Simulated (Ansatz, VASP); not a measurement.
**CrPb: VASP beside Ansatz**

```xyz
2
Lattice="3.4859 0.0000 0.0000 0.0000 3.4859 0.0000 0.0000 0.0000 3.4859" Properties=species:S:1:pos:R:3 pbc="T T T"
Cr    0.0000    0.0000    0.0000
Pb    1.7429    1.7429    1.7429
```

Alike in both runs: task single point; functional PBEsol; k mesh 12 × 12 × 12; occupations gaussian, width 0.1 eV; collinear spin.

|  | VASP | Ansatz |
| --- | --- | --- |
| version | VASP 6.6.1 | Ansatz 0.2.0 |
| potentials or method | VASP PAW PBE potentials, release 64 (Cr_pv, Pb_d), cutoff 520 eV | scalar-relativistic, plane waves, PAW |
| valence electrons in the cell | 26 | 28 |

VASP gave:

- gap on the k mesh at the Fermi level (eV): none
- pressure (GPa): 0.0
- net moment per atom (μB): 2.01
- size of the moment on the site where the two differ most (μB): 3.68

Task: Estimate Ansatz's values.

Result: gap on the k mesh at the Fermi level (eV): none; pressure (GPa): 0.0; net moment per atom (μB): 2.01; size of the moment on the site where the two differ most (μB): 3.77.

VASP's potentials were made for PBE, not for PBEsol. Site moments also hang on the region over which each program counts them. A gap of «none» marks a metal or a gap that the smearing closes. VASP's potentials hold 26 valence electrons a cell and Ansatz's 28, so a difference there can come from the potentials and not from the codes.

Neither program's run includes spin-orbit coupling.
